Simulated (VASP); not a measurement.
Here is a VASP 6.6.1 calculation.

INCAR

```
PREC     = Accurate       # precision mode
ENCUT    = 520            # plane-wave cutoff, eV
EDIFF    = 1E-7           # SCF threshold, eV
ISMEAR   = -1             # smearing method
SIGMA    = 0.05           # smearing width, eV
LREAL    = False          # projectors in reciprocal space
LASPH    = True           # aspherical terms in the spheres
NELM     = 60             # most SCF steps
ALGO     = Normal         # electronic algorithm
ISIF     = 2              # what is computed and relaxed
LWAVE    = False          # write WAVECAR
LCHARG   = False          # write CHGCAR
NBANDS   = 21             # bands
```

The input KPOINTS:

```
Automatic mesh
0
Gamma
  16 16 16
```

The input POSCAR:

```
Ge
1.0
   -2.3908586273      2.3908586273      1.2929171264
    2.3908586273     -2.3908586273      1.2929171264
    2.3908586273      2.3908586273     -1.2929171264
Ge
2
Direct
   -0.3750000000     -0.1250000000     -0.2500000000
    0.3750000000      0.1250000000      0.2500000000
```

Potentials or basis: VASP PAW LDA potentials, release 64 (Ge_d).

Launch:

```bash
$ cat potpaw_LDA.64/Ge_d/POTCAR > POTCAR
$ mpirun -np 1 vasp_std > vasp.out
```

(1) What does it give for the band gap on the k mesh?

(2) Estimate the pressure.

Answers

(1) zero (bands 14 and 15 overlap by 6.76 eV).

(2) 25.4 GPa.

Caveat: the cell stands under pressure.
